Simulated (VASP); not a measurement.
# Ti3Al (P-6m2) in VASP: notebook

Ti3Al is run at these levels: PBEsol; tasks: single point.

Everything below comes from runs of VASP 6.6.1. Logs are shortened: lines on timing, memory, paths and dates and some standing lists are left out, and cuts for length are marked.

### 1 The cell of the first run

Symmetry: P-6m2, No. 187, hexagonal system. The conventional cell has a = 2.949 Å, b = 2.949 Å, c = 8.810 Å, α = 90.00°, β = 90.00°, γ = 120.00°. Within 3.8 Å of Ti (site symmetry -6m2) lie 12 Ti at 2.89 to 2.95 Å. Within 3.5 Å of Ti (site symmetry 3m) lie 3 Al at 2.68 Å and 9 Ti at 2.89 to 2.95 Å. Al (site symmetry -6m2) has 6 Ti at 2.68 Å and 6 Al at 2.95 Å within 3.5 Å.

### 2 Single point, PBEsol

INCAR

```
SYSTEM = Ti3Al
PREC = Accurate
ENCUT = 520
EDIFF = 1E-7
ISMEAR = 0
SIGMA = 0.15
LREAL = .FALSE.
LASPH = .TRUE.
NELM = 80
ALGO = Fast
ISIF = 2
LWAVE = .FALSE.
LCHARG = .FALSE.
GGA = PS
NBANDS = 28
```

KPOINTS

```
regular mesh
0
G
  15 15 6
  0 0 0
```

POSCAR

```
Ti3Al
1.0
    2.9488768782      0.0000000000      0.0000000000
   -1.4744384391      2.5538022892      0.0000000000
    0.0000000000      0.0000000000      8.8103594491
Ti Al
3 1
Direct
    0.6666666667      0.3333333333      0.0000000000
    0.3333333333      0.6666666667      0.7347588385
    0.3333333333      0.6666666667      0.2652411615
    0.6666666667      0.3333333333      0.5000000000
```

Potentials or basis: VASP PAW PBE potentials, release 64 (Ti_sv, Al).

The run is started by

```bash
> cat potpaw_PBE.64/Ti_sv/POTCAR potpaw_PBE.64/Al/POTCAR > POTCAR
> mpirun -np 1 vasp_std > vasp.out
```

OUTCAR:

```text
SYSTEM = Ti3Al
   PREC = Accurate
   ENCUT = 520
   EDIFF = 1E-7
   ISMEAR = 0
   LREAL = .FALSE.
   LASPH = .TRUE.
   NELM = 80
   ISIF = 2
   GGA = PS

 ion  position               nearest neighbor table
   1  0.667  0.333  0.000-   2 2.89   3 2.89   2 2.89   3 2.89   2 2.89   3 2.89
   2  0.333  0.667  0.735-   4 2.68   4 2.68   4 2.68   1 2.89   1 2.89   1 2.89
   3  0.333  0.667  0.265-   4 2.68   4 2.68   4 2.68   1 2.89   1 2.89   1 2.89
   4  0.667  0.333  0.500-   2 2.68   3 2.68   2 2.68   3 2.68   2 2.68   3 2.68

  LATTYP: Found a hexagonal cell.
 ALAT       =     2.9488768782
 C/A-ratio  =     2.9877000000

  Lattice vectors:

 A1 = (   2.9488768782,   0.0000000000,   0.0000000000)
 A2 = (  -1.4744384391,   2.5538022892,   0.0000000000)
 A3 = (   0.0000000000,   0.0000000000,   8.8103594491)

Analysis of symmetry for initial positions (statically):
=====================================================================
 Subroutine PRICEL returns:
 Original cell was already a primitive cell.

 Routine SETGRP: Setting up the symmetry group for a
 hexagonal supercell.

 Subroutine GETGRP returns: Found 12 space group operations
 (whereof 12 operations were pure point group operations)
 out of a pool of 24 trial point group operations.

The static configuration has the point symmetry D_3h.

Analysis of symmetry for dynamics (positions and initial velocities):
=====================================================================
 Subroutine PRICEL returns:
 Original cell was already a primitive cell.

 Routine SETGRP: Setting up the symmetry group for a
 hexagonal supercell.

 Subroutine GETGRP returns: Found 12 space group operations
 (whereof 12 operations were pure point group operations)
 out of a pool of 24 trial point group operations.

The dynamic configuration has the point symmetry D_3h.

 Subroutine INISYM returns: Found 12 space group operations
 (whereof 12 operations are pure point group operations),
 and found     1 'primitive' translations

----------------------------------------------------------------------------------------

                                     Primitive cell

  volume of cell :      66.3495

  direct lattice vectors                    reciprocal lattice vectors
     2.948876878  0.000000000  0.000000000     0.339112157  0.195786495  0.000000000
    -1.474438439  2.553802289  0.000000000     0.000000000  0.391572991  0.000000000
     0.000000000  0.000000000  8.810359449     0.000000000  0.000000000  0.113502747

  length of vectors
     2.948876878  2.948876878  8.810359449     0.391572991  0.391572991  0.113502747

  position of ions in fractional coordinates (direct lattice)
     0.666666667  0.333333333  0.000000000
     0.333333333  0.666666667  0.734758838
     0.333333333  0.666666667  0.265241162
     0.666666667  0.333333333  0.500000000

  ion indices of the primitive-cell ions
   primitive index   ion index
                 1           1
                 2           2
                 3           3
                 4           4

----------------------------------------------------------------------------------------

 KPOINTS: regular mesh

Automatic generation of k-mesh.
 Grid dimensions read from file:
 generate k-points for:   15   15    6

 Generating k-lattice:

  Cartesian coordinates                     Fractional coordinates (reciprocal lattice)
     0.022607477  0.013052433  0.000000000     0.066666667  0.000000000  0.000000000
     0.000000000  0.026104866  0.000000000     0.000000000  0.066666667  0.000000000
     0.000000000  0.000000000  0.018917125     0.000000000  0.000000000  0.166666667

  Length of vectors
     0.026104866  0.026104866  0.018917125

  Shift w.r.t. Gamma in fractional coordinates (k-lattice)
     0.000000000  0.000000000  0.000000000

 Subroutine IBZKPT returns following result:
 ===========================================

 Found    108 irreducible k-points:

 Following reciprocal coordinates:
            Coordinates               Weight
  0.000000  0.000000  0.000000      1.000000
  0.066667  0.000000  0.000000      6.000000
  0.133333 -0.000000  0.000000      6.000000
  0.200000  0.000000  0.000000      6.000000
  0.266667 -0.000000  0.000000      6.000000
  0.333333  0.000000  0.000000      6.000000
[... 16 lines left out ...]
  0.333333  0.200000  0.000000     12.000000
  0.400000  0.200000  0.000000      6.000000
 [... further k-points ...]
   k-points           NKPTS =    108   k-points in BZ     NKDIM =    108   number of bands    NBANDS=     28
   number of dos      NEDOS =    301   number of ions     NIONS =      4
   total plane-waves  NPLWV =  40320
   dimension x,y,z NGX =    24 NGY =   24 NGZ =   70
   dimension x,y,z NGXF=    48 NGYF=   48 NGZF=  140
   ions per type =               3   1
   NGX,Y,Z   is equivalent  to a cutoff of  13.53, 13.53, 13.21 a.u.
   NGXF,Y,Z  is equivalent  to a cutoff of  27.06, 27.06, 26.42 a.u.
 SYSTEM =  Ti3Al
   PREC   = accura    normal or accurate (medium, high low for compatibility)
   ISTART =      0    job   : 0-new  1-cont  2-samecut
   ICHARG =      2    charge: 1-file 2-atom 10-const
   ISPIN  =      1    spin polarized calculation?
   LNONCOLLINEAR =      F non collinear calculations
   LSORBIT =      F    spin-orbit coupling
   LASPH  =      T    aspherical Exc in radial PAW
   ENCUT  =  520.0 eV  38.22 Ry    6.18 a.u.   5.48  5.48 16.38*2*pi/ulx,y,z
   NELM   =     80;   NELMIN=  2; NELMDL= -5     # of ELM steps
   EDIFF  = 0.1E-06   stopping-criterion for ELM
   LREAL  =      F    real-space projection
   EDIFFG = 0.1E-05   stopping-criterion for IOM
   NSW    =      0    number of steps for IOM
   IBRION =     -1    ionic relax: 0-MD 1-quasi-New 2-CG
   NFREE  =      0    steps in history (QN), initial steepest desc. (CG)
   ISIF   =      2    stress and relaxation
   ISYM   =      2    0-nonsym 1-usesym 2-fastsym
   POTIM  = 0.5000    time-step for ionic-motion
   TEBEG  =    0.0;   TEEND  =   0.0 temperature during run
   PSTRESS=    0.0 pullay stress
   NELECT =      39.0000    total number of electrons
   NUPDOWN=      -1.0000    fix difference up-down
   EMIN   =  10.00;   EMAX   =-10.00  energy-range for DOS
   EFERMI =   0.00;   METHOD = LEGACY
   ISMEAR =     0;   SIGMA  =   0.15  broadening in eV -4-tet -1-fermi 0-gaus
   EFERMI_NEDOS =   21; number of points for ismear=-14 and -15
   IALGO  =     68    algorithm
   IMIX   =      4    mixing-type and parameters
     AMIX     =   0.40;   BMIX     =  1.00
     AMIX_MAG =   1.60;   BMIX_MAG =  1.00
  volume/ion in A,a.u.               =      16.59       111.94
  Fermi-wavevector in a.u.,A,eV,Ry     =   1.371357  2.591489 25.587388  1.880620
  Thomas-Fermi vector in A             =   2.497061
   LORBIT       =      0    0 simple, 1 ext, 2 COOP (PROOUT), +10 PAW based schemes
   GGA     = PS    functional components
   LHFCALC =     F    Hartree Fock is set to
   AEXX    =    0.0000 exact exchange contribution
   IVDW    =     0    specifies the selected vdW correction
   LEPSILON=     F    determine dielectric tensor
   LRPA    =     F    only Hartree local field effects (RPA)
 non-spin polarized calculation
 RMM-DIIS sequential band-by-band and
 Gauss-broadening in eV      SIGMA  =   0.15
  energy-cutoff  :      520.00
  volume of cell :       66.35
 maximum number of plane-waves:      1823
 NGX is ok and might be reduce to    24

 number of electron      38.9999995 magnetization

 Free energy of the ion-electron system (eV)
  ---------------------------------------------------
  ext. energy  EPLUGINS =         0.00000000
  ---------------------------------------------------
  free energy    TOTEN  =       -29.34912066 eV

  energy without entropy =      -29.30161309  energy(sigma->0) =      -29.32536687

 E-fermi :   8.1406     XC(G=0): -11.4549

 val. band max:        8.1357246939   @ k =   0.0667   0.0000   0.1667
 cond. band min:       8.1499176738   @ k =   0.3333   0.2667   0.1667
 fundamental gap:      0.0141929800
 Fermi energy:         8.1405642508

 k-point     1 :       0.0000    0.0000    0.0000
  band No.  band energies     occupation
      1     -48.3558      2.00000
      2     -48.1956      2.00000
      3     -48.1822      2.00000
      4     -24.9296      2.00000
      5     -24.6301      2.00000
      6     -24.4274      2.00000
[... 20 lines left out ...]
     27      10.2056      0.00000
     28      10.7209      0.00000

 k-point     2 :       0.0667    0.0000    0.0000
  band No.  band energies     occupation
      1     -48.3523      2.00000
      2     -48.1926      2.00000
      3     -48.1797      2.00000
      4     -24.9229      2.00000
      5     -24.6314      2.00000
      6     -24.4329      2.00000
[... 20 lines left out ...]
     27      10.1827      0.00000
     28      10.7022      0.00000

 k-point     3 :       0.1333   -0.0000    0.0000
  band No.  band energies     occupation
      1     -48.3425      2.00000
      2     -48.1841      2.00000
      3     -48.1725      2.00000
      4     -24.9039      2.00000
      5     -24.6405      2.00000
      6     -24.4704      2.00000
[... 20 lines left out ...]
     27      10.1475      0.00000
     28      10.6502      0.00000

 k-point     4 :       0.2000    0.0000    0.0000
  band No.  band energies     occupation
      1     -48.3281      2.00000
      2     -48.1715      2.00000
      3     -48.1621      2.00000
      4     -24.8763      2.00000
      5     -24.6736      2.00000
      6     -24.5069      2.00000
[... 578 lines left out ...]
     27      10.9633      0.00000
     28      11.5403      0.00000

 k-point    23 :       0.3333    0.2000    0.0000
  band No.  band energies     occupation
      1     -48.2713      2.00000
      2     -48.1225      2.00000
      3     -48.1217      2.00000
      4     -24.8551      2.00000
      5     -24.8048      2.00000
      6     -24.6866      2.00000
[... 20 lines left out ...]
     27      11.1599      0.00000
     28      11.6170      0.00000

 k-point    24 :       0.4000    0.2000    0.0000
  band No.  band energies     occupation
      1     -48.2684      2.00000
      2     -48.1201      2.00000
      3     -48.1197      2.00000
      4     -24.8640      2.00000
      5     -24.8052      2.00000
      6     -24.6924      2.00000
[... 20 lines left out ...]
     27      11.2833      0.00000
     28      11.6534      0.00000

 [... further k-points ...]

------------------------ aborting loop because EDIFF is reached ----------------------------------------

  FORCE on cell =-STRESS in cart. coord.  units (eV):
  Direction    XX          YY          ZZ          XY          YZ          ZX
  --------------------------------------------------------------------------------------
  -------------------------------------------------------------------------------------
  Total       -0.8931736     -0.8931736      3.3943787      0.0000000     -0.0000000      0.0000000
  in kB      -21.5679529    -21.5679529     81.9659225      0.0000000     -0.0000000      0.0000000
  external PRESSURE =      12.9433389 kB  Pullay stress =       0.0000000 kB

 VOLUME and BASIS-vectors are now :
 -----------------------------------------------------------------------------
  energy-cutoff  :      520.00
  volume of cell :       66.35
      direct lattice vectors                 reciprocal lattice vectors
     2.948876878  0.000000000  0.000000000     0.339112157  0.195786495  0.000000000
    -1.474438439  2.553802289  0.000000000     0.000000000  0.391572991  0.000000000
     0.000000000  0.000000000  8.810359449     0.000000000  0.000000000  0.113502747

 POSITION                                       TOTAL-FORCE (eV/Angst)
 -----------------------------------------------------------------------------------
      1.47444      0.85127      0.00000         0.000000      0.000000      0.000000
     -0.00000      1.70253      6.47349         0.000000      0.000000      1.384381
     -0.00000      1.70253      2.33687         0.000000      0.000000     -1.384381
      1.47444      0.85127      4.40518        -0.000000      0.000000      0.000000
 -----------------------------------------------------------------------------------
    total drift:                                0.000000     -0.000000      0.000000

  FREE ENERGIE OF THE ION-ELECTRON SYSTEM (eV)
  ---------------------------------------------------
  free  energy   TOTEN  =       -29.3491206613 eV

  energy  without entropy=      -29.3016130877  energy(sigma->0) =      -29.32536687
```

Run time: 5.9 min. Hardware: 1 thread of Intel Xeon 6975P-C (Granite Rapids), shared host; peak memory 0.31 GiB.

What came out:

```
Free energy            : -29.3491 eV
Pressure               : 1.3 GPa
Largest force          : 1.384 eV/Å
Band gap on the k mesh : zero (an odd number of electrons rules out a gap without spin polarisation)
```

Forces on the atoms (eV/Å):
```
Ti   0.000  0.000  0.000
Ti   0.000  0.000  1.384
Ti   0.000  0.000 -1.384
Al   0.000  0.000  0.000
```

Stress tensor (GPa, compression positive):
```
-2.16  0.00  0.00
 0.00 -2.16  0.00
 0.00  0.00  8.20
```

Caveat: the stress differs along the axes, from -2 to 8 GPa; the PAW data sets were made with another functional, which shifts forces and pressure a little.

### 3 Single point, PBEsol

INCAR

```
  PREC = Accurate
  ENCUT = 520
  EDIFF = 1E-6
  ISMEAR = 0
  SIGMA = 0.15
  LREAL = False
  LASPH = True
  NELM = 100
  ALGO = Fast
  ISIF = 2
  LWAVE = False
  LCHARG = True
  GGA = PS
  LELF = True
  LVHAR = True
  NBANDS = 28
```

KPOINTS

```
regular mesh
0
Gamma
  15 15 6
```

POSCAR

```
Ti3Al
1.0
    2.9770768115      0.0000000000      0.0000000000
   -1.4885384057      2.5782241478      0.0000000000
    0.0000000000      0.0000000000      8.6442402299
Ti Al
3 1
Direct
    0.6666666667      0.3333333333      0.0000000000
    0.3333333333      0.6666666667      0.7621161197
    0.3333333333      0.6666666667      0.2378838803
    0.6666666667      0.3333333333      0.5000000000
```

Potentials or basis: VASP PAW PBE potentials, release 64 (Ti_sv, Al).

The run is started by

```bash
> cat potpaw_PBE.64/Ti_sv/POTCAR potpaw_PBE.64/Al/POTCAR > POTCAR
> mpirun -np 1 vasp_std > vasp.out
```

It took 4.3 min on 1 thread of Intel Xeon 6975P-C (Granite Rapids), shared host; peak memory 0.3 GiB.

The run converged. Its results:

* Free energy: -29.4083 eV
* Pressure: 1.4 GPa
* Largest force: 0.905 eV/Å
* Band gap on the k mesh: zero (an odd number of electrons rules out a gap without spin polarisation)

Forces on the atoms (eV/Å):
```
Ti   0.000  0.000  0.000
Ti   0.000  0.000 -0.905
Ti   0.000  0.000  0.905
Al   0.000  0.000  0.000
```

Stress tensor (GPa, compression positive):
```
-3.05  0.00  0.00
 0.00 -3.05  0.00
 0.00  0.00 10.34
```

Levels at points of the mesh, in eV from the Fermi level:
```
           k point  band 17  band 18  band 19  band 20  band 21  band 22  band 23  band 24
(0.00, 0.00, 0.00)    -0.43     0.51     0.51     0.56     0.56     1.22     1.22     1.60
(0.00, 0.00, 0.50)    -0.88     0.52     0.52     0.55     0.55     1.24     1.24     1.36
```

Caveat: the stress differs along the axes, from -3 to 10 GPa; the PAW data sets were made with another functional, which shifts forces and pressure a little.

### 4 Single point, PBEsol

This run uses another cell than the first one, of the same volume but with other edges.

INCAR

```
SYSTEM = Ti3Al
ALGO = Fast
EDIFF = 1E-6
ENCUT = 520
GGA = PS
ISIF = 2
ISMEAR = 0
LASPH = .TRUE.
LCHARG = .FALSE.
LREAL = .FALSE.
LWAVE = .FALSE.
NBANDS = 28
NELM = 80
PREC = Accurate
SIGMA = 0.15
```

KPOINTS

```
k-points
0
G
  15 15 6
  0 0 0
```

POSCAR

```
Ti3Al
1.0
    2.8457574275      0.0000000000      0.0000000000
   -1.4228787137      2.4644982252      0.0000000000
    0.0000000000      0.0000000000      9.4604359920
Ti Al
3 1
Direct
    0.6666666667      0.3333333333      0.0000000000
    0.3333333333      0.6666666667      0.7347588385
    0.3333333333      0.6666666667      0.2652411615
    0.6666666667      0.3333333333      0.5000000000
```

The run is started by

```bash
> cat potpaw_PBE.64/Ti_sv/POTCAR potpaw_PBE.64/Al/POTCAR > POTCAR
> mpirun -np 1 vasp_std > vasp.out
```

Wall time 4.5 min (1 thread of Intel Xeon 6975P-C (Granite Rapids), shared host); peak memory 0.31 GiB.

The run converged. Its results:

```yaml
Free_energy: -29.4657 eV
Pressure: -0.2 GPa
Largest_force: 0.909 eV/Å
Band_gap_on_the_k_mesh: zero (an odd number of electrons rules out a gap without spin polarisation)
```

Forces in eV/Å, atoms in the order of the input:
```
Ti   0.000  0.000  0.000
Ti   0.000  0.000  0.909
Ti   0.000  0.000 -0.909
Al   0.000  0.000  0.000
```

Stress tensor (GPa, compression positive):
```
 0.68  0.00  0.00
 0.00  0.68  0.00
 0.00  0.00 -2.00
```

Levels at points of the mesh, in eV from the Fermi level:
```tsv
k point	band 16	band 17	band 18	band 19	band 20	band 21	band 22	band 23	band 24	band 25
(0.00, 0.00, 0.00)	-2.52	-0.77	-0.13	0.11	1.02	1.02	1.15	1.15	1.29	1.29
(0.00, 0.00, 0.50)	-3.28	-0.88	-0.16	0.19	1.02	1.02	1.14	1.14	1.30	1.30
```

Caveat: the PAW data sets were made with another functional, which shifts forces and pressure a little.

### 5 Overview

```tsv
cell	further INCAR settings	gap on the mesh (eV)	pressure (GPa)	largest force (eV/Å)
a = 2.949, b = 2.949, c = 8.810 Å, angles 90.0, 90.0, 120.0°, 4 atoms, atomic positions A	ALGO = Fast; EDIFF = 1e-07; NBANDS = 28	none	1.3	1.38
a = 2.977, b = 2.977, c = 8.644 Å, angles 90.0, 90.0, 120.0°, 4 atoms, atomic positions B	ALGO = Fast; EDIFF = 1e-06; NBANDS = 28	none	1.4	0.90
a = 2.846, b = 2.846, c = 9.460 Å, angles 90.0, 90.0, 120.0°, 4 atoms, atomic positions A	ALGO = Fast; EDIFF = 1e-06; NBANDS = 28	none	-0.2	0.91
```

Alike in all rows: task single point; level PBEsol; potentials or basis VASP PAW PBE potentials, release 64 (Ti_sv, Al); no spin polarisation; k mesh 15 × 15 × 6; cutoff (eV) 520; smearing gaussian 0.15 eV.

Caveats: the PAW data sets were made with another functional, which shifts forces and pressure a little; the stress differs along the axes, from -2 to 8 GPa (at least some runs); the stress differs along the axes, from -3 to 10 GPa (at least some runs).

Absolute energies hang on the potentials; compare differences alone.
